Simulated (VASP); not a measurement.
Here is a VASP 6.6.1 calculation.

File INCAR:

```
SYSTEM = LaCuTe2
PREC = Accurate
ENCUT = 520
EDIFF = 1E-6
ISMEAR = -1
SIGMA = 0.02
LREAL = .False.
LASPH = .True.
NELM = 100
ALGO = Normal
ISIF = 2
LWAVE = .False.
LCHARG = .False.
GGA = PE
NBANDS = 25
```

File KPOINTS:

```
regular mesh
0
Gamma
  6 6 6
  0 0 0
```

Contents of POSCAR:

```
LaCuTe2
1.0
    2.3719208760      1.3694291563      6.7495388525
   -2.3719208760      1.3694291563      6.7495388525
    0.0000000000     -2.7388583125      6.7495388525
Cu La Te
1 1 2
Direct
    1.0000000000      0.0000000000      0.0000000000
    0.5000000000      0.5000000000      0.5000000000
    0.2575498395      0.2575498395      0.2575498395
    0.7424501605      0.7424501605      0.7424501605
```

Potentials or basis: VASP PAW PBE potentials, release 64 (Cu, La, Te).

Command:

```bash
$ cat potpaw_PBE.64/Cu/POTCAR potpaw_PBE.64/La/POTCAR potpaw_PBE.64/Te/POTCAR > POTCAR
$ mpirun -np 1 vasp_std > vasp.out
```

Question: Estimate the band gap on the k mesh.

Answer: 1.13 eV (least direct gap 1.38 eV).

Question: Estimate the pressure.

Answer: -4.3 GPa.

Forces in eV/Å, atoms in the order of the input:
```
Cu   0.000  0.000  0.000
La   0.000  0.000  0.000
Te   0.000  0.000  0.034
Te   0.000  0.000 -0.034
```

Caveat: the cell differs from its parent crystal (biaxial xy strain +6.0%); the cell stands under tension; spin-orbit coupling is left out, which moves the levels of the heavy elements. A k mesh can miss the band edges.
